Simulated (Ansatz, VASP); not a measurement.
**Al3GaO6: VASP beside Ansatz**

The input POSCAR:

```
Al3GaO6
1.0
    5.9594307212     -1.4704620501     -0.0178441027
    5.9594307212      1.4704620501     -0.0178441027
   -1.3689364477      0.0000000000      5.5165199850
Al Ga O
3 1 6
Direct
    0.0908163495      0.0908163495      0.7960657805
    0.6594220968      0.6594220968      0.3173614591
    0.3412166949      0.3412166949      0.6813940758
    0.9081545897      0.9081545897      0.2019925492
    0.1625498264      0.1625498264      0.1091657920
    0.8348699648      0.8348699648      0.8815006724
    0.1729403284      0.1729403284      0.5660405946
    0.8247610734      0.8247610734      0.4398122359
    0.5007223691      0.5007223691      0.2613193204
    0.5045467069      0.5045467069      0.7453475199
```

File INCAR.step1:

```
PREC = Accurate
ENCUT = 520
ISMEAR = 0
SIGMA = 0.02
LREAL = False
LASPH = True
NELM = 100
NBANDS = 40
GGA = PE
ALGO = Normal
EDIFF = 1E-4
LWAVE = True
LCHARG = False
```

Contents of INCAR.step2:

```
PREC = Accurate
ENCUT = 520
EDIFF = 1E-6
ISMEAR = 0
SIGMA = 0.02
LREAL = False
LASPH = True
NELM = 100
ALGO = Normal
ISIF = 2
LWAVE = False
LCHARG = False
METAGGA = R2SCAN
LMIXTAU = True
NBANDS = 40
ISTART = 1
```

The input KPOINTS:

```
regular mesh
0
Gamma
  8 8 4
```

Input for Ansatz:

```yaml
crystal:
  lattice:
    - [5.9594307212, -1.4704620501, -0.0178441027]
    - [5.9594307212, 1.4704620501, -0.0178441027]
    - [-1.3689364477, 0.0, 5.516519985]
  atoms:
    - { symbol: Al, position: [0.0908163495, 0.0908163495, 0.7960657805] }
    - { symbol: Ga, position: [0.9081545897, 0.9081545897, 0.2019925492] }
    - { symbol: Al, position: [0.6594220968, 0.6594220968, 0.3173614591] }
    - { symbol: Al, position: [0.3412166949, 0.3412166949, 0.6813940758] }
    - { symbol: O, position: [0.1625498264, 0.1625498264, 0.109165792] }
    - { symbol: O, position: [0.8348699648, 0.8348699648, 0.8815006724] }
    - { symbol: O, position: [0.1729403284, 0.1729403284, 0.5660405946] }
    - { symbol: O, position: [0.8247610734, 0.8247610734, 0.4398122359] }
    - { symbol: O, position: [0.5007223691, 0.5007223691, 0.2613193204] }
    - { symbol: O, position: [0.5045467069, 0.5045467069, 0.7453475199] }
basis:
  ecutwfc: 500
kpoints:
  mp_grid: { grid: [8, 8, 4] }
  band_path: { path: [[0.0, 0.0, 0.0], [0.5, 0.5, 0.5]], npoints: 1 }
hamiltonian:
  xc: r2scan
scf:
  occupations: { method: gaussian, width: 0.02 }
  n_extra_bands: 8
output:
  forces: true
  stress: true
  eigenvalues: true
```

Alike in both runs: task single point; functional r2SCAN; k mesh 8 × 8 × 4; occupations gaussian, width 0.02 eV; no spin polarisation.

|  | VASP | Ansatz |
| --- | --- | --- |
| version | VASP 6.6.1 | Ansatz 0.2.0 |
| potentials or method | VASP PAW PBE potentials, release 64 (Al, Ga_d, O), cutoff 520 eV | scalar-relativistic, plane waves, PAW |
| valence electrons in the cell | 58 | 58 |

|  | VASP | Ansatz | Ansatz less VASP |
| --- | --- | --- | --- |
| gap on the k mesh at the Fermi level (eV) | 4.51 | 4.52 | +0.016 |
| least direct gap on the mesh (eV) | 4.69 | 4.70 | +0.015 |
| pressure (GPa) | -1.2 | -1.5 | -0.31 |
| rms of the force components (eV/Å) | 0.052 | 0.045 | -0.0066 |

VASP's potentials were made for PBE, not for r2SCAN. The functional is the same, so the differences come from potentials, cutoffs and numerics.
